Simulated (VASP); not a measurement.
# YbSn2Bi2 in VASP: single point with r2SCAN

Aim: the single point of YbSn2Bi2 with r2SCAN.

All numbers are computed with VASP 6.6.1; they aren't measurements. Logs are shortened: lines on timing, memory, paths and dates and some standing lists are left out, and cuts for length are marked.

### Step 1. The cell of the first run

The typed cell holds 5 atoms: a = 4.926 Å, b = 4.926 Å, c = 8.316 Å, α = 90.00°, β = 90.00°, γ = 60.00°.

### Step 2. Single point, r2SCAN

The input, POSCAR:

```
YbSn2Bi2
1.0
    2.4628300000      4.2657430000      0.0000000000
   -2.4628300000      4.2657430000      0.0000000000
    0.0000000000      0.0000000000      8.3157140000
Yb Sn Bi
1 2 2
Direct
    0.0000000000      0.0000000000      0.0000000000
    0.3333000000      0.3334000000      0.7415400000
    0.6667000000      0.6666000000      0.2584600000
    0.3333000000      0.3334000000      0.3680000000
    0.6667000000      0.6666000000      0.6320000000
```

The input, INCAR.step1:

```
SYSTEM = YbSn2Bi2
PREC = Accurate
ENCUT = 520
ISMEAR = 0
SIGMA = 0.2191
LREAL = .False.
LASPH = .True.
NELM = 80
NBANDS = 49
GGA = PE
ALGO = Normal
EDIFF = 1E-4
LWAVE = .True.
LCHARG = .False.
```

The input, INCAR.step2:

```
SYSTEM = YbSn2Bi2
PREC = Accurate
ENCUT = 520
EDIFF = 1E-7
ISMEAR = 0
SIGMA = 0.2191
LREAL = .False.
LASPH = .True.
NELM = 80
ALGO = Normal
ISIF = 2
LWAVE = .False.
LCHARG = .True.
METAGGA = R2SCAN
LMIXTAU = .True.
LELF = .True.
LVHAR = .True.
NBANDS = 49
ISTART = 1
```

The input, KPOINTS:

```
regular mesh
0
Gamma
  6 6 3
  0 0 0
```

Potentials or basis: VASP PAW PBE potentials, release 64 (Yb, Sn_d, Bi_d).

Command:

```bash
> cat potpaw_PBE.64/Yb/POTCAR potpaw_PBE.64/Sn_d/POTCAR potpaw_PBE.64/Bi_d/POTCAR > POTCAR
> cp INCAR.step1 INCAR
> mpirun -np 1 vasp_std > vasp.out
> cp INCAR.step2 INCAR
> mpirun -np 1 vasp_std > vasp.out
```

OUTCAR:

```text
SYSTEM = YbSn2Bi2
   PREC = Accurate
   ENCUT = 520
   EDIFF = 1E-7
   ISMEAR = 0
   LREAL = .False.
   LASPH = .True.
   NELM = 80
   ISIF = 2
   METAGGA = R2SCAN
   ISTART = 1

 ion  position               nearest neighbor table
   1  0.000  0.000  0.000-   3 3.56   2 3.56   3 3.56   2 3.56   3 3.56   2 3.56
   2  0.333  0.333  0.742-   5 2.99   5 2.99   5 2.99   4 3.11   1 3.56   1 3.56   1 3.56
   3  0.667  0.667  0.258-   4 2.99   4 2.99   4 2.99   5 3.11   1 3.56   1 3.56   1 3.56
   4  0.333  0.333  0.368-   3 2.99   3 2.99   3 2.99   2 3.11   5 3.59   5 3.59   5 3.59
   5  0.667  0.667  0.632-   2 2.99   2 2.99   2 2.99   3 3.11   4 3.59   4 3.59   4 3.59

  LATTYP: Found a hexagonal cell.
 ALAT       =     4.9256568040
 C/A-ratio  =     1.6882447013

  Lattice vectors:

 A1 = (   2.4628300000,  -4.2657430000,   0.0000000000)
 A2 = (   2.4628300000,   4.2657430000,   0.0000000000)
 A3 = (   0.0000000000,   0.0000000000,   8.3157140000)

Analysis of symmetry for initial positions (statically):
=====================================================================
 Subroutine PRICEL returns:
 Original cell was already a primitive cell.

 Routine SETGRP: Setting up the symmetry group for a
 hexagonal supercell.

 Subroutine GETGRP returns: Found  4 space group operations
 (whereof  4 operations were pure point group operations)
 out of a pool of 24 trial point group operations.

The static configuration has the point symmetry C_2h.

Analysis of symmetry for dynamics (positions and initial velocities):
=====================================================================
 Subroutine PRICEL returns:
 Original cell was already a primitive cell.

 Routine SETGRP: Setting up the symmetry group for a
 hexagonal supercell.

 Subroutine GETGRP returns: Found  4 space group operations
 (whereof  4 operations were pure point group operations)
 out of a pool of 24 trial point group operations.

The dynamic configuration has the point symmetry C_2h.

 Subroutine INISYM returns: Found  4 space group operations
 (whereof  4 operations are pure point group operations),
 and found     1 'primitive' translations

----------------------------------------------------------------------------------------

                                     Primitive cell

  volume of cell :     174.7265

  direct lattice vectors                    reciprocal lattice vectors
     2.462830000  4.265743000  0.000000000     0.203018479  0.117212875  0.000000000
    -2.462830000  4.265743000  0.000000000    -0.203018479  0.117212875  0.000000000
[... 89 lines left out ...]
   ENCUT  =  520.0 eV  38.22 Ry    6.18 a.u.   9.16  9.16 15.46*2*pi/ulx,y,z
   NELM   =     80;   NELMIN=  2; NELMDL=  0     # of ELM steps
   EDIFF  = 0.1E-06   stopping-criterion for ELM
   LREAL  =      F    real-space projection
   EDIFFG = 0.1E-05   stopping-criterion for IOM
   NSW    =      0    number of steps for IOM
   IBRION =     -1    ionic relax: 0-MD 1-quasi-New 2-CG
   NFREE  =      0    steps in history (QN), initial steepest desc. (CG)
   ISIF   =      2    stress and relaxation
   ISYM   =      2    0-nonsym 1-usesym 2-fastsym
   POTIM  = 0.5000    time-step for ionic-motion
   TEBEG  =    0.0;   TEEND  =   0.0 temperature during run
   PSTRESS=    0.0 pullay stress
   NELECT =      82.0000    total number of electrons
   NUPDOWN=      -1.0000    fix difference up-down
   EMIN   =  10.00;   EMAX   =-10.00  energy-range for DOS
   EFERMI =   0.00;   METHOD = LEGACY
   ISMEAR =     0;   SIGMA  =   0.22  broadening in eV -4-tet -1-fermi 0-gaus
   EFERMI_NEDOS =   21; number of points for ismear=-14 and -15
   IALGO  =     38    algorithm
   IMIX   =      4    mixing-type and parameters
     AMIX     =   0.40;   BMIX     =  1.00
     AMIX_MAG =   1.60;   BMIX_MAG =  1.00
  volume/ion in A,a.u.               =      34.95       235.82
  Fermi-wavevector in a.u.,A,eV,Ry     =   1.272213  2.404134 22.021389  1.618526
  Thomas-Fermi vector in A             =   2.405104
   LORBIT       =      0    0 simple, 1 ext, 2 COOP (PROOUT), +10 PAW based schemes
   METAGGA = R2SCAN    functional components
   LHFCALC =     F    Hartree Fock is set to
   AEXX    =    0.0000 exact exchange contribution
   IVDW    =     0    specifies the selected vdW correction
   LEPSILON=     F    determine dielectric tensor
   LRPA    =     F    only Hartree local field effects (RPA)
 non-spin polarized calculation
 Gauss-broadening in eV      SIGMA  =   0.22
  energy-cutoff  :      520.00
  volume of cell :      174.73
 maximum number of plane-waves:      4722
 NGX is ok and might be reduce to    40
   NGX = 19   NGY = 19   NGZ = 31

 number of electron      81.9999986 magnetization

 Free energy of the ion-electron system (eV)
  ---------------------------------------------------
  ext. energy  EPLUGINS =         0.00000000
  ---------------------------------------------------
  free energy    TOTEN  =      -201.81338895 eV

  energy without entropy =     -201.74144261  energy(sigma->0) =     -201.77741578

 E-fermi :   5.6129     XC(G=0):  -9.9453

 val. band max:        5.5286505104   @ k =  -0.3333   0.3333   0.0000
 cond. band min:       5.6634628332   @ k =   0.0000   0.0000   0.0000
 fundamental gap:      0.1348123228
 Fermi energy:         5.6128702021

 k-point     1 :       0.0000    0.0000    0.0000
  band No.  band energies     occupation
      1     -48.2600      2.00000
      2     -20.0836      2.00000
      3     -20.0450      2.00000
      4     -20.0448      2.00000
      5     -18.4502      2.00000
      6     -18.4501      2.00000
[... 1237 lines left out ...]
     48       9.3596      0.00000
     49       9.4124      0.00000

 [... further k-points ...]
[... 5 lines left out ...]
  --------------------------------------------------------------------------------------
  -------------------------------------------------------------------------------------
  Total        1.8832532      1.8900845      0.5091638      0.0059189     -0.0011833      0.0020496
  in kB       17.2687393     17.3313802      4.6688449      0.0542745     -0.0108504      0.0187937
  external PRESSURE =      13.0896548 kB  Pullay stress =       0.0000000 kB

 VOLUME and BASIS-vectors are now :
 -----------------------------------------------------------------------------
  energy-cutoff  :      520.00
  volume of cell :      174.73
      direct lattice vectors                 reciprocal lattice vectors
     2.462830000  4.265743000  0.000000000     0.203018479  0.117212875  0.000000000
    -2.462830000  4.265743000  0.000000000    -0.203018479  0.117212875  0.000000000
     0.000000000  0.000000000  8.315714000     0.000000000  0.000000000  0.120254256

 POSITION                                       TOTAL-FORCE (eV/Angst)
 -----------------------------------------------------------------------------------
      0.00000      0.00000      0.00000         0.000000      0.000000      0.000000
     -0.00025      2.84397      6.16643         0.001967     -0.001136      1.324547
      0.00025      5.68752      2.14928        -0.001967      0.001136     -1.324547
     -0.00025      2.84397      3.06018         0.002191     -0.001265     -0.546852
      0.00025      5.68752      5.25553        -0.002191      0.001265      0.546852
 -----------------------------------------------------------------------------------
    total drift:                                0.000000      0.000000      0.000000

  FREE ENERGIE OF THE ION-ELECTRON SYSTEM (eV)
  ---------------------------------------------------
  free  energy   TOTEN  =      -201.8133889506 eV

  energy  without entropy=     -201.7414426124  energy(sigma->0) =     -201.77741578
```

OUTCAR.step1:

```text
SYSTEM = YbSn2Bi2
   PREC = Accurate
   ENCUT = 520
   ISMEAR = 0
   LREAL = .False.
   LASPH = .True.
   NELM = 80
[... 1481 lines left out ...]
      0.00025      5.68752      2.14928        -0.002112      0.001219     -1.323007
     -0.00025      2.84397      3.06018         0.002673     -0.001543     -0.447360
      0.00025      5.68752      5.25553        -0.002673      0.001543      0.447360
 -----------------------------------------------------------------------------------
    total drift:                                0.000000     -0.000000      0.000000

  FREE ENERGIE OF THE ION-ELECTRON SYSTEM (eV)
  ---------------------------------------------------
  free  energy   TOTEN  =       -18.8563016634 eV

  energy  without entropy=      -18.7809789456  energy(sigma->0) =      -18.81864030
```

OSZICAR.step1:

```text
N       E                     dE             d eps       ncg     rms          rms(c)
DAV:   1     0.887781366780E+03    0.88778E+03   -0.37278E+04  4774   0.808E+03
DAV:   2     0.147515969442E+03   -0.74027E+03   -0.71670E+03  4676   0.115E+03
DAV:   3    -0.200042845340E+01   -0.14952E+03   -0.14685E+03  4256   0.281E+02
DAV:   4    -0.155696687040E+02   -0.13569E+02   -0.13364E+02  4303   0.881E+01
DAV:   5    -0.190518522865E+02   -0.34822E+01   -0.34745E+01  6576   0.297E+01    0.202E+01
DAV:   6    -0.244341464747E+02   -0.53823E+01   -0.89521E+00  5944   0.816E+01    0.512E+01
DAV:   7    -0.192228519319E+02    0.52113E+01   -0.77992E+00  4816   0.267E+01    0.210E+01
DAV:   8    -0.231141930109E+02   -0.38913E+01   -0.76725E+00  5904   0.243E+01    0.468E+01
DAV:   9    -0.245195749524E+02   -0.14054E+01   -0.58397E-01  5328   0.740E+00    0.589E+01
DAV:  10    -0.193321724141E+02    0.51874E+01   -0.12344E+01  4462   0.392E+01    0.105E+01
DAV:  11    -0.190063710046E+02    0.32580E+00   -0.27858E+00  5536   0.164E+01    0.476E+00
DAV:  12    -0.188635782649E+02    0.14279E+00   -0.31003E-01  5303   0.695E+00    0.652E+00
DAV:  13    -0.188585803786E+02    0.49979E-02   -0.26856E-02  4864   0.226E+00    0.581E+00
DAV:  14    -0.188579765765E+02    0.60380E-03   -0.61244E-03  3886   0.104E+00    0.629E+00
DAV:  15    -0.188563276188E+02    0.16490E-02   -0.26786E-03  4518   0.131E+00    0.340E+00
DAV:  16    -0.188550970746E+02    0.12305E-02   -0.29622E-03  4583   0.185E+00    0.235E+00
DAV:  17    -0.188562881574E+02   -0.11911E-02   -0.23317E-03  4464   0.924E-01    0.111E+00
DAV:  18    -0.188563016634E+02   -0.13506E-04   -0.53179E-04  3867   0.259E-01
   1 F= -.18856302E+02 E0= -.18818640E+02  d E =-.753227E-01
```

It took 66 min on 1 thread of Intel Xeon 6975P-C (Granite Rapids), shared host; peak memory 0.53 GiB.

What came out:

* Free energy: -201.8134 eV
* Pressure: 1.3 GPa
* Largest force: 1.325 eV/Å
* Band gap on the k mesh: zero (band 41 reaches 6.00 eV, above the bottom of band 42 at 5.29 eV)

Forces on the atoms (eV/Å):
```
Yb   0.000  0.000  0.000
Sn   0.002 -0.001  1.325
Sn  -0.002  0.001 -1.325
Bi   0.002 -0.001 -0.547
Bi  -0.002  0.001  0.547
```

Stress tensor (GPa, compression positive):
```
1.73 0.01 0.00
0.01 1.73 0.00
0.00 0.00 0.47
```

Levels at points of the mesh, in eV from the Fermi level:
```
           k point  band 37  band 38  band 39  band 40  band 41  band 42  band 43  band 44  band 45  band 46
(0.00, 0.00, 0.00)    -0.48    -0.45    -0.44    -0.44    -0.22     0.05     0.65     0.65     0.73     0.73
(0.50, 0.00, 0.00)    -0.48    -0.48    -0.47    -0.45    -0.25     0.89     1.27     1.54     2.27     2.35
(0.00, 0.50, 0.00)    -0.48    -0.48    -0.47    -0.45    -0.25     0.89     1.27     1.54     2.27     2.35
```

Caveat: the PAW data sets were made with another functional, which shifts forces and pressure a little; spin-orbit coupling is left out, which moves the levels of the heavy elements; without U or exact exchange the open f shell lies at the Fermi level, which spoils levels, moments and volumes. Spin polarisation is off, so any magnetic state and its effect on volume and gap are missing.
